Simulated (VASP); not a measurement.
Wanted: the native input for a VASP 6.6.1 run.

* Task: single point
* Functional: PBE
* Potentials or basis: VASP PAW PBE potentials, release 64 (Zn, S)
* Cutoff: 520 eV
* k mesh: 8 × 8 × 8
* Occupations: fermi-dirac, width 0.02 eV
* Spin: no spin polarisation
* Dipole correction: no
* Further INCAR settings: ALGO = Normal; EDIFF = 1e-07; NBANDS = 16

The structure of ZnS lies in POSCAR:

```
ZnS
1.0
    0.0689688462      2.6940955531      2.6940955531
    2.6940955531      0.0689688462      2.6940955531
    2.7630643992      2.7630643992     -0.0000000001
Zn S
1 1
Direct
    0.2454473345      0.2454473345      0.2545526655
    0.0045526655      0.0045526655     -0.0045526655
```

This cell differs from its parent crystal: shear xy strain +5.1%.

One way to write it, as run:

INCAR

```
SYSTEM = ZnS
PREC     = Accurate       ! precision mode
ENCUT    = 520            ! plane-wave cutoff, eV
EDIFF    = 1E-7           ! SCF threshold, eV
ISMEAR   = -1             ! smearing method
SIGMA    = 0.02           ! smearing width, eV
LREAL    = .FALSE.        ! projectors in reciprocal space
LASPH    = .TRUE.         ! aspherical terms in the spheres
NELM     = 100            ! most SCF steps
ALGO     = Normal         ! electronic algorithm
ISIF     = 2              ! what is computed and relaxed
LWAVE    = .FALSE.        ! write WAVECAR
LCHARG   = .FALSE.        ! write CHGCAR
GGA      = PE             ! functional
NBANDS   = 16             ! bands
```

KPOINTS

```
Automatic mesh
0
G
  8 8 8
  0 0 0
```

Potentials or basis: VASP PAW PBE potentials, release 64 (Zn, S).

Launch:

```bash
$ cat potpaw_PBE.64/Zn/POTCAR potpaw_PBE.64/S/POTCAR > POTCAR
$ mpirun -np 1 vasp_std > vasp.out
```

Results of the run:

| Property | Result |
| --- | --- |
| Pressure | 2.5 GPa |
| Largest force | 0.016 eV/Å |
| Band gap on the k mesh | 1.97 eV, direct |

Caveat: the cell differs from its parent crystal (shear xy strain +5.1%).

It took 66 s on 1 thread of Intel(R) Xeon(R) Platinum 8259CL CPU @ 2.50GHz (Skylake/Cascade Lake), with other jobs on the host, peak memory 0.2 GiB.
